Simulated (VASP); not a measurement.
Write the native input for VASP 6.6.1 that does the following.

```yaml
Task: relaxation of cell and atoms
Functional: PBE
Dispersion: D3(BJ)
Potentials_or_basis: VASP PAW PBE potentials, release 64 (Se)
Cutoff: 600 eV
k_mesh: 12 × 12 × 8
Occupations: gaussian, width 0.02 eV
Spin: no spin polarisation
Dipole_correction: no
Further_INCAR_settings: ALGO = Normal; EDIFF = 1e-06; IBRION = 2; EDIFFG = -0.005; NSW = 100; ISIF = 3
```

The structure of Se lies in POSCAR:

```
Se
1.0
    4.0681465710      0.0000000000      0.0000000000
   -2.0340732855      3.5231182768      0.0000000000
    0.0000000000      0.0000000000      5.1277306249
Se
3
Direct
    0.2473450699      0.0000000000      0.3333333333
    0.0000000000      0.2473450699      0.6666666667
    0.7526549301      0.7526549301      0.0000000000
```

One way to write it, as run:

INCAR

```
ALGO = Normal
EDIFF = 1E-6
EDIFFG = -0.005
ENCUT = 600
GGA = PE
IBRION = 2
ISIF = 3
ISMEAR = 0
IVDW = 12
LASPH = T
LCHARG = F
LREAL = F
LWAVE = F
NELM = 100
NSW = 100
PREC = Accurate
SIGMA = 0.02
```

KPOINTS

```
k-points
0
Gamma
  12 12 8
```

Potentials or basis: VASP PAW PBE potentials, release 64 (Se).

Command:

```bash
$ cat potpaw_PBE.64/Se/POTCAR > POTCAR
$ mpirun -np 1 vasp_std > vasp.out
```

Results of the run:

* Relaxed volume: 24.52 Å³/atom
* Relaxed cell: a = 4.069 Å, b = 4.069 Å, c = 5.131 Å, α = 90.00°, β = 90.00°, γ = 120.00°
* Space group after relaxing (to 0.1 Å): P3_121 (No. 152)
* Energy gained by relaxing: 0.0 meV/atom
* Ionic steps: 3
* Pressure after relaxing: 0.0 GPa
* Largest force after relaxing: 0.004 eV/Å
* Band gap on the k mesh: 0.51 eV (least direct gap 0.53 eV)
* Dispersion energy per atom: -0.356 eV

Wall time 110 s on 1 thread of Intel(R) Xeon(R) Platinum 8488C (Sapphire Rapids) (shared host), peak memory 0.32 GiB.
